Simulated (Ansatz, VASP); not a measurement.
AlN in VASP and in Ansatz

File INCAR:

```
PREC = Accurate ; ENCUT = 520
EDIFF = 1E-7 ; ISMEAR = 0
SIGMA = 0.05 ; LREAL = F
LASPH = T ; NELM = 80
ALGO = Normal ; ISIF = 2
LWAVE = F ; LCHARG = F
GGA = PS ; NBANDS = 16
```

File KPOINTS:

```
Automatic mesh
0
Gamma
  9 9 6
```

Contents of POSCAR:

```
AlN
1.0
    3.4961072583      0.0000000000      0.0000000000
   -1.7480536292      3.0277177000      0.0000000000
    0.0000000000      0.0000000000      4.0463945408
Al N
2 2
Direct
    0.3333333333      0.6666666667      0.7500000000
    0.6666666667      0.3333333333      0.2500000000
    0.3333333333      0.6666666667      0.2500000000
    0.6666666667      0.3333333333      0.7500000000
```

Input for Ansatz:

```yaml
crystal:
  lattice:
    - [3.4961072583, 0.0, 0.0]
    - [-1.7480536292, 3.0277177, 0.0]
    - [0.0, 0.0, 4.0463945408]
  atoms:
    - { symbol: Al, position: [0.3333333333, 0.6666666667, 0.75] }
    - { symbol: Al, position: [0.6666666667, 0.3333333333, 0.25] }
    - { symbol: "N", position: [0.3333333333, 0.6666666667, 0.25] }
    - { symbol: "N", position: [0.6666666667, 0.3333333333, 0.75] }
basis:
  ecutwfc: 520.0
kpoints:
  mp_grid: { grid: [9, 9, 6] }
hamiltonian:
  xc: pbesol
  pseudopotentials: { kind: paw, azcp: { folder: soft_1 } }
scf:
  occupations: { method: gaussian, width: 0.05 }
output:
  forces: true
  stress: true
  eigenvalues: true
```

Alike in both runs: task single point; functional PBEsol; k mesh 9 × 9 × 6; occupations gaussian, width 0.05 eV; no spin polarisation.

|  | VASP | Ansatz |
| --- | --- | --- |
| version | VASP 6.6.1 | Ansatz 0.2.0 |
| potentials or method | VASP PAW PBE potentials, release 64 (Al, N), cutoff 520 eV | scalar-relativistic, plane waves, PAW |
| valence electrons in the cell | 16 | 16 |

```tsv
	VASP	Ansatz	Ansatz less VASP
gap on the k mesh at the Fermi level (eV)	2.97	2.97	-0.008
least direct gap on the mesh (eV)	2.97	2.97	-0.008
pressure (GPa)	-16.1	-16.0	+0.04
traceless stress, the component that is largest in VASP (GPa)	8.16	8.07	-0.093
```

VASP's potentials were made for PBE, not for PBEsol, and Ansatz warns of the same on its side. The functional is the same, so the differences come from potentials, cutoffs and numerics.
